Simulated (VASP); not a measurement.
# Ge (Imma) in VASP: a series of runs

Ge is run at these levels: LDA; tasks: single point.

Everything below comes from runs of VASP 6.6.1. Logs are shortened: lines on timing, memory, paths and dates and some standing lists are left out, and cuts for length are marked.

## Step 1: The cell of the first run

The structure is orthorhombic, space group Imma (No. 74). Conventional cell: a = 3.816 Å, b = 4.134 Å, c = 5.622 Å, α = 90.00°, β = 90.00°, γ = 90.00°. Within 3.1 Å of Ge (site symmetry mm2) lie 4 Ge at 2.37 to 2.50 Å.

## Step 2: Single point, LDA (engineering shear strain xy -0.0800, normal strain along z +0.0000)

INCAR reads:

```
SYSTEM = Ge
PREC     = Accurate       ! precision mode
ENCUT    = 520            ! plane-wave cutoff, eV
EDIFF    = 1E-6           ! SCF threshold, eV
ISMEAR   = 0              ! smearing method
SIGMA    = 0.15           ! smearing width, eV
LREAL    = .FALSE.        ! projectors in reciprocal space
LASPH    = .TRUE.         ! aspherical terms in the spheres
NELM     = 100            ! most SCF steps
ALGO     = Normal         ! electronic algorithm
ISIF     = 2              ! what is computed and relaxed
LWAVE    = .FALSE.        ! write WAVECAR
LCHARG   = .TRUE.         ! write CHGCAR
LELF     = .TRUE.         ! ELF
LVHAR    = .TRUE.       
NBANDS   = 21             ! bands
```

KPOINTS reads:

```
Automatic mesh
0
G
  14 14 14
  0 0 0
```

POSCAR reads:

```
Ge
1.0
   -0.1124364614      2.8109115346      2.8109115346
    2.8109115346     -0.1124364614      2.8109115346
    2.6984750732      2.6984750732      0.0000000000
Ge
2
Direct
    0.5000000000      0.5000000000      0.5000000000
    0.7500000000      0.7500000000      0.7500000000
```

Potentials or basis: VASP PAW LDA potentials, release 64 (Ge_d).

Launch:

```sh
$ cat potpaw_LDA.64/Ge_d/POTCAR > POTCAR
$ mpirun -np 1 vasp_std > vasp.out
```

OUTCAR:

```text
SYSTEM = Ge
   PREC = Accurate
   ENCUT = 520
   EDIFF = 1E-6
   ISMEAR = 0
   LREAL = .FALSE.
   LASPH = .TRUE.
   NELM = 100
   ISIF = 2

 ion  position               nearest neighbor table
   1  0.500  0.500  0.500-   2 2.37   2 2.37   2 2.50   2 2.50
   2  0.750  0.750  0.750-   1 2.37   1 2.37   1 2.50   1 2.50

  LATTYP: Found a body centered orthorhombic cell.
 ALAT       =     3.8162200462
 B/A-ratio  =     1.0833333333
 C/A-ratio  =     1.4731391275

  Lattice vectors:

 A1 = (   0.1124364614,  -2.8109115346,  -2.8109115346)
 A2 = (  -0.1124364614,   2.8109115346,  -2.8109115346)
 A3 = (   2.8109115346,  -0.1124364614,   2.8109115346)

Analysis of symmetry for initial positions (statically):
=====================================================================
 Subroutine PRICEL returns:
 Original cell was already a primitive cell.

 Routine SETGRP: Setting up the symmetry group for a
 body centered orthorhombic supercell.

 Subroutine GETGRP returns: Found  8 space group operations
 (whereof  4 operations were pure point group operations)
 out of a pool of  8 trial point group operations.

The static configuration has the point symmetry C_2v.
 The point group associated with its full space group is D_2h.

Analysis of symmetry for dynamics (positions and initial velocities):
=====================================================================
 Subroutine PRICEL returns:
 Original cell was already a primitive cell.

 Routine SETGRP: Setting up the symmetry group for a
 body centered orthorhombic supercell.

 Subroutine GETGRP returns: Found  8 space group operations
 (whereof  4 operations were pure point group operations)
 out of a pool of  8 trial point group operations.

The dynamic configuration has the point symmetry C_2v.
 The point group associated with its full space group is D_2h.

 Subroutine INISYM returns: Found  8 space group operations
 (whereof  4 operations are pure point group operations),
 and found     1 'primitive' translations

----------------------------------------------------------------------------------------

                                     Primitive cell

  volume of cell :      44.3482

  direct lattice vectors                    reciprocal lattice vectors
    -0.112436461  2.810911535  2.810911535    -0.171036770  0.171036770  0.177878241
     2.810911535 -0.112436461  2.810911535     0.171036770 -0.171036770  0.177878241
     2.698475073  2.698475073  0.000000000     0.185289835  0.185289835 -0.177878241

  length of vectors
     3.976818989  3.976818989  3.816220046     0.300246270  0.300246270  0.316710142

  position of ions in fractional coordinates (direct lattice)
     0.500000000  0.500000000  0.500000000
     0.750000000  0.750000000  0.750000000

  ion indices of the primitive-cell ions
   primitive index   ion index
                 1           1
                 2           2

----------------------------------------------------------------------------------------

 KPOINTS: Automatic mesh

Automatic generation of k-mesh.
 Grid dimensions read from file:
 generate k-points for:   14   14   14

 Generating k-lattice:

  Cartesian coordinates                     Fractional coordinates (reciprocal lattice)
    -0.012216912  0.012216912  0.012705589     0.071428571  0.000000000  0.000000000
     0.012216912 -0.012216912  0.012705589     0.000000000  0.071428571  0.000000000
     0.013234988  0.013234988 -0.012705589    -0.000000000 -0.000000000  0.071428571

  Length of vectors
     0.021446162  0.021446162  0.022622153

  Shift w.r.t. Gamma in fractional coordinates (k-lattice)
     0.000000000  0.000000000  0.000000000

 Subroutine IBZKPT returns following result:
 ===========================================

 Found    428 irreducible k-points:

 Following reciprocal coordinates:
            Coordinates               Weight
  0.000000  0.000000  0.000000      1.000000
  0.071429 -0.000000  0.000000      4.000000
  0.142857  0.000000  0.000000      4.000000
  0.214286 -0.000000  0.000000      4.000000
  0.285714  0.000000  0.000000      4.000000
  0.357143  0.000000  0.000000      4.000000
[... 16 lines left out ...]
  0.214286  0.142857  0.000000      4.000000
  0.285714  0.142857  0.000000      4.000000
 [... further k-points ...]
   k-points           NKPTS =    428   k-points in BZ     NKDIM =    428   number of bands    NBANDS=     21
   number of dos      NEDOS =    301   number of ions     NIONS =      2
   total plane-waves  NPLWV =  25200
   dimension x,y,z NGX =    30 NGY =   30 NGZ =   28
   dimension x,y,z NGXF=    60 NGYF=   60 NGZF=   56
   ions per type =               2
   NGX,Y,Z   is equivalent  to a cutoff of  12.54, 12.54, 12.20 a.u.
   NGXF,Y,Z  is equivalent  to a cutoff of  25.08, 25.08, 24.40 a.u.
 SYSTEM =  Ge
   PREC   = accura    normal or accurate (medium, high low for compatibility)
   ISTART =      0    job   : 0-new  1-cont  2-samecut
   ICHARG =      2    charge: 1-file 2-atom 10-const
   ISPIN  =      1    spin polarized calculation?
   LNONCOLLINEAR =      F non collinear calculations
   LSORBIT =      F    spin-orbit coupling
   LASPH  =      T    aspherical Exc in radial PAW
   ENCUT  =  520.0 eV  38.22 Ry    6.18 a.u.   7.39  7.39  7.10*2*pi/ulx,y,z
   NELM   =    100;   NELMIN=  2; NELMDL= -5     # of ELM steps
   EDIFF  = 0.1E-05   stopping-criterion for ELM
   LREAL  =      F    real-space projection
   EDIFFG = 0.1E-04   stopping-criterion for IOM
   NSW    =      0    number of steps for IOM
   IBRION =     -1    ionic relax: 0-MD 1-quasi-New 2-CG
   NFREE  =      0    steps in history (QN), initial steepest desc. (CG)
   ISIF   =      2    stress and relaxation
   ISYM   =      2    0-nonsym 1-usesym 2-fastsym
   POTIM  = 0.5000    time-step for ionic-motion
   TEBEG  =    0.0;   TEEND  =   0.0 temperature during run
   PSTRESS=    0.0 pullay stress
   NELECT =      28.0000    total number of electrons
   NUPDOWN=      -1.0000    fix difference up-down
   EMIN   =  10.00;   EMAX   =-10.00  energy-range for DOS
   EFERMI =   0.00;   METHOD = LEGACY
   ISMEAR =     0;   SIGMA  =   0.15  broadening in eV -4-tet -1-fermi 0-gaus
   EFERMI_NEDOS =   21; number of points for ismear=-14 and -15
   IALGO  =     38    algorithm
   IMIX   =      4    mixing-type and parameters
     AMIX     =   0.40;   BMIX     =  1.00
     AMIX_MAG =   1.60;   BMIX_MAG =  1.00
  volume/ion in A,a.u.               =      22.17       149.64
  Fermi-wavevector in a.u.,A,eV,Ry     =   1.404437  2.654000 26.836705  1.972442
  Thomas-Fermi vector in A             =   2.526998
   LORBIT       =      0    0 simple, 1 ext, 2 COOP (PROOUT), +10 PAW based schemes
   GGA     = CA    functional components
   LHFCALC =     F    Hartree Fock is set to
   AEXX    =    0.0000 exact exchange contribution
   IVDW    =     0    specifies the selected vdW correction
   LEPSILON=     F    determine dielectric tensor
   LRPA    =     F    only Hartree local field effects (RPA)
 non-spin polarized calculation
 Gauss-broadening in eV      SIGMA  =   0.15
  energy-cutoff  :      520.00
  volume of cell :       44.35
 maximum number of plane-waves:      1219
 NGX is ok and might be reduce to    30
   NGX = 15   NGY = 15   NGZ = 15

 number of electron      27.9999990 magnetization

 Free energy of the ion-electron system (eV)
  ---------------------------------------------------
  ext. energy  EPLUGINS =         0.00000000
  ---------------------------------------------------
  free energy    TOTEN  =       -10.31498772 eV

  energy without entropy =      -10.31413459  energy(sigma->0) =      -10.31456115

 E-fermi :   4.8917     XC(G=0): -10.3861

 val. band max:        4.8741763570   @ k =   0.0000   0.0000   0.0000
 cond. band min:       4.8937772296   @ k =  -0.0714   0.0714   0.0000
 fundamental gap:      0.0196008725
 Fermi energy:         4.8917447219

 k-point     1 :       0.0000    0.0000    0.0000
  band No.  band energies     occupation
      1     -20.0987      2.00000
      2     -20.0534      2.00000
      3     -20.0168      2.00000
      4     -20.0115      2.00000
      5     -20.0062      2.00000
      6     -19.8307      2.00000
[... 13 lines left out ...]
     20      14.5434      0.00000
     21      14.6095      0.00000

 k-point     2 :       0.0714   -0.0000    0.0000
  band No.  band energies     occupation
      1     -20.1000      2.00000
      2     -20.0555      2.00000
      3     -20.0151      2.00000
      4     -20.0088      2.00000
      5     -20.0051      2.00000
      6     -19.8304      2.00000
[... 13 lines left out ...]
     20      14.0328      0.00000
     21      14.2562      0.00000

 k-point     3 :       0.1429    0.0000    0.0000
  band No.  band energies     occupation
      1     -20.1033      2.00000
      2     -20.0598      2.00000
      3     -20.0124      2.00000
      4     -20.0019      2.00000
      5     -20.0017      2.00000
      6     -19.8293      2.00000
[... 13 lines left out ...]
     20      13.4836      0.00000
     21      13.8257      0.00000

 k-point     4 :       0.2143   -0.0000    0.0000
  band No.  band energies     occupation
      1     -20.1071      2.00000
      2     -20.0640      2.00000
      3     -20.0111      2.00000
      4     -19.9969      2.00000
      5     -19.9928      2.00000
      6     -19.8277      2.00000
[... 13 lines left out ...]
     20      13.3025      0.00000
     21      13.7104      0.00000

 k-point     5 :       0.2857    0.0000    0.0000
  band No.  band energies     occupation
      1     -20.1104      2.00000
      2     -20.0667      2.00000
      3     -20.0109      2.00000
      4     -19.9930      2.00000
      5     -19.9839      2.00000
      6     -19.8265      2.00000
[... 13 lines left out ...]
     20      13.4537      0.00000
     21      14.0326      0.00000
[... 382 lines left out ...]
     20      13.6481      0.00000
     21      13.8561      0.00000

 k-point    22 :       0.1429    0.1429    0.0000
  band No.  band energies     occupation
      1     -20.1035      2.00000
      2     -20.0619      2.00000
      3     -20.0184      2.00000
      4     -19.9995      2.00000
      5     -19.9885      2.00000
      6     -19.8254      2.00000
[... 13 lines left out ...]
     20      13.0235      0.00000
     21      14.9597      0.00000

 k-point    23 :       0.2143    0.1429    0.0000
  band No.  band energies     occupation
      1     -20.1063      2.00000
      2     -20.0633      2.00000
      3     -20.0228      2.00000
      4     -19.9921      2.00000
      5     -19.9781      2.00000
      6     -19.8374      2.00000
[... 13 lines left out ...]
     20      13.6452      0.00000
     21      14.9880      0.00000

 k-point    24 :       0.2857    0.1429    0.0000
  band No.  band energies     occupation
      1     -20.1095      2.00000
      2     -20.0652      2.00000
      3     -20.0242      2.00000
      4     -19.9830      2.00000
      5     -19.9708      2.00000
      6     -19.8458      2.00000
[... 13 lines left out ...]
     20      14.0729      0.00000
     21      15.1590      0.00000

 [... further k-points ...]

------------------------ aborting loop because EDIFF is reached ----------------------------------------

  FORCE on cell =-STRESS in cart. coord.  units (eV):
  Direction    XX          YY          ZZ          XY          YZ          ZX
  --------------------------------------------------------------------------------------
  -------------------------------------------------------------------------------------
  Total        0.2710221      0.2710221      0.1999795      1.9241098      0.0000000      0.0000000
  in kB        9.7912733      9.7912733      7.2247027     69.5127265      0.0000000      0.0000000
  external PRESSURE =       8.9357497 kB  Pullay stress =       0.0000000 kB

 VOLUME and BASIS-vectors are now :
 -----------------------------------------------------------------------------
  energy-cutoff  :      520.00
  volume of cell :       44.35
      direct lattice vectors                 reciprocal lattice vectors
    -0.112436461  2.810911535  2.810911535    -0.171036770  0.171036770  0.177878241
     2.810911535 -0.112436461  2.810911535     0.171036770 -0.171036770  0.177878241
     2.698475073  2.698475073  0.000000000     0.185289835  0.185289835 -0.177878241

 POSITION                                       TOTAL-FORCE (eV/Angst)
 -----------------------------------------------------------------------------------
      2.69848      2.69848      2.81091        -0.000000     -0.000000     -0.718952
      4.04771      4.04771      4.21637         0.000000      0.000000      0.718952
 -----------------------------------------------------------------------------------
    total drift:                                0.000000     -0.000000      0.000000

  FREE ENERGIE OF THE ION-ELECTRON SYSTEM (eV)
  ---------------------------------------------------
  free  energy   TOTEN  =       -10.3149877186 eV

  energy  without entropy=      -10.3141345878  energy(sigma->0) =      -10.31456115
```

Run time: 8.3 min. Hardware: 1 thread of Intel Xeon 8259CL, shared host; peak memory 0.39 GiB.

Results:

* Free energy: -10.3150 eV
* Pressure: 0.9 GPa
* Largest force: 0.719 eV/Å
* Band gap on the k mesh: zero (bands 14 and 15 overlap by 0.19 eV)

Forces in eV/Å, atoms in the order of the input:
```
Ge   0.000  0.000 -0.719
Ge   0.000  0.000  0.719
```

Caveat: the cell differs from its parent crystal (engineering shear strain xy -0.0800, normal strain along z +0.0000); semilocal functionals underestimate gaps, and a narrow one can read as zero.

## Step 3: Single point, LDA (engineering shear strain xy -0.0800, normal strain along z +0.0133)

INCAR reads:

```
SYSTEM = Ge
ALGO = Normal ; EDIFF = 1E-6
ENCUT = 520 ; GGA = CA
ISIF = 2 ; ISMEAR = 0
LASPH = .TRUE. ; LCHARG = .FALSE.
LREAL = .FALSE. ; LWAVE = .FALSE.
NBANDS = 21 ; NELM = 60
PREC = Accurate ; SIGMA = 0.15
```

KPOINTS reads:

```
k-points
0
G
  14 14 14
  0 0 0
```

POSCAR reads:

```
Ge
1.0
   -0.1124364614      2.8109115346      2.8482966580
    2.8109115346     -0.1124364614      2.8482966580
    2.6984750732      2.6984750732      0.0000000000
Ge
2
Direct
    0.5000000000      0.5000000000      0.5000000000
    0.7500000000      0.7500000000      0.7500000000
```

Potentials or basis: VASP PAW LDA potentials, release 64 (Ge_d).

Launch:

```sh
$ cat potpaw_LDA.64/Ge_d/POTCAR > POTCAR
$ mpirun -np 1 vasp_std > vasp.out
```

Wall time 7.5 min (1 thread of Intel Xeon 8259CL, shared host); peak memory 0.39 GiB.

It converged, with:

```yaml
Free_energy: -10.3149 eV
Pressure: -0.1 GPa
Largest_force: 0.677 eV/Å
Band_gap_on_the_k_mesh: zero (bands 14 and 15 overlap by 0.26 eV)
```

Forces in eV/Å, atoms in the order of the input:
```
Ge   0.000  0.000 -0.677
Ge   0.000  0.000  0.677
```

Stress tensor (GPa, compression positive):
```
 0.33  6.69  0.00
 6.69  0.33  0.00
 0.00  0.00 -0.88
```

Levels at points of the mesh, in eV from the Fermi level:
```tsv
k point	band 10	band 11	band 12	band 13	band 14	band 15	band 16	band 17	band 18	band 19
(0.00, 0.00, 0.00)	-24.63	-12.85	-0.24	-0.10	0.00	0.17	1.94	2.83	3.18	6.35
(0.50, 0.00, 0.00)	-24.60	-11.01	-7.52	-1.25	-1.12	0.39	3.59	4.30	7.25	9.84
(0.50, 0.50, 0.00)	-24.58	-9.39	-8.59	-3.39	-2.58	0.32	1.28	9.43	9.61	11.14
(0.00, 0.00, 0.50)	-24.62	-10.46	-7.77	-1.67	-1.47	-0.20	3.36	3.90	6.82	10.04
(0.50, 0.00, 0.50)	-24.62	-8.90	-8.90	-3.09	-3.09	0.65	0.65	9.16	9.16	11.68
```

Caveat: the cell differs from its parent crystal (engineering shear strain xy -0.0800, normal strain along z +0.0133); semilocal functionals underestimate gaps, and a narrow one can read as zero.

[end of part 1 of 2]

The gap in the log of VASP goes by the Fermi energy; the results here count the filled bands.